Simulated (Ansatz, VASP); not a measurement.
# SiO2 in VASP and in Ansatz

```
Si O
1.0
     5.03050    0.00000    0.00000
     0.00000    5.03050    0.00000
     0.00000    0.00000    7.01373
Si O
4 8
Direct
  0.29771 0.29771 0.00000
  0.20229 0.79771 0.25000
  0.70229 0.70229 0.50000
  0.79771 0.20229 0.75000
  0.23973 0.10116 0.17795
  0.39884 0.73973 0.42795
  0.76027 0.89884 0.67795
  0.60116 0.26027 0.92795
  0.73973 0.39884 0.57205
  0.89884 0.76027 0.32205
  0.26027 0.60116 0.07205
  0.10116 0.23973 0.82205
```

Alike in both runs: functional PBEsol; k mesh 6 × 6 × 4; occupations gaussian, width 0.02 eV; no spin polarisation.

Ansatz relaxed the structure, and its values are those at the end. VASP's run is a single point on that final structure, the one shown.

|  | VASP | Ansatz |
| --- | --- | --- |
| version | VASP 6.6.1 | Ansatz 0.2.0 |
| potentials or method | VASP PAW PBE potentials, release 64 (Si, O), cutoff 600 eV | scalar-relativistic, plane waves, PAW |
| valence electrons in the cell | 64 | 64 |

```csv
,VASP,Ansatz,Ansatz less VASP
gap on the k mesh at the Fermi level (eV),5.57,5.57,-0.002
least direct gap on the mesh (eV),5.57,5.57,-0.002
pressure (GPa),0.3,0.0,-0.29
rms of the force components (eV/Å),0.011,0.000,-0.0112
```

VASP's potentials were made for PBE, not for PBEsol.
